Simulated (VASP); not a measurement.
Crystal: NiO2.

```
Ni O
1.0
     2.81387    0.00000    0.00000
    -1.40694    2.43689    0.00000
     0.00000    0.00000    4.43202
Ni O
1 2
Cartesian
  0.0000 0.0000 2.2160
  1.4069 0.8123 3.1577
  0.0000 1.6246 1.2744
```

- Program: VASP 6.6.1
- Task: relaxation of cell and atoms
- Functional: LDA
- Potentials or basis: VASP PAW LDA potentials, release 64 (Ni_sv_GW, O)
- Cutoff: 600 eV
- k mesh: 12 × 12 × 6
- Occupations: gaussian, width 0.02 eV
- Spin: no spin polarisation

At the start: pressure -12.9 GPa; volume 10.13 Å³/atom.

Problem. How do energy, volume and symmetry change on relaxing?

Solution. Over 16 steps the energy falls by 30.2 meV/atom and the volume is 9.05 Å³/atom (-10.7 %); space group P-3m1 (No. 164, to 0.1 Å) before and after.

Step by step:
```
step  energy change (eV)  largest force (eV/Å)  pressure (GPa)  volume (Å³)
   1              0.0000                0.7191          -12.87        30.39
   2              0.1198                1.8973           25.10        26.95
   3             -0.0695                0.1454           -0.99        29.01
   4             -0.0695                0.1683           -0.57        28.98
   5             -0.0725                0.1254           -0.48        28.82
   6             -0.0782                0.0028           -0.27        28.33
   7             -0.0765                0.2369            0.68        27.38
   8             -0.0798                0.0809            0.08        27.97
   9             -0.0820                0.0744            0.12        27.86
  10             -0.0872                0.0545            0.05        27.55
  11             -0.0903                0.0148            0.35        26.91
  12             -0.0905                0.0221            0.30        27.06
  13             -0.0906                0.0285           -0.18        27.14
  14             -0.0906                0.0290           -0.17        27.14
  15             -0.0907                0.0088            0.10        27.14
  16             -0.0907                0.0011            0.03        27.14
```

Final structure:
```yaml
crystal:
  lattice:
    - [2.76642, 0.00000, 0.00000]
    - [-1.38321, 2.39579, 0.00000]
    - [0.00000, 0.00000, 4.09484]
  atoms:
    - { symbol: Ni, position: [0.00000, 0.00000, 0.50000] }
    - { symbol: O, position: [0.66667, 0.33333, 0.72507] }
    - { symbol: O, position: [0.33333, 0.66667, 0.27493] }
```
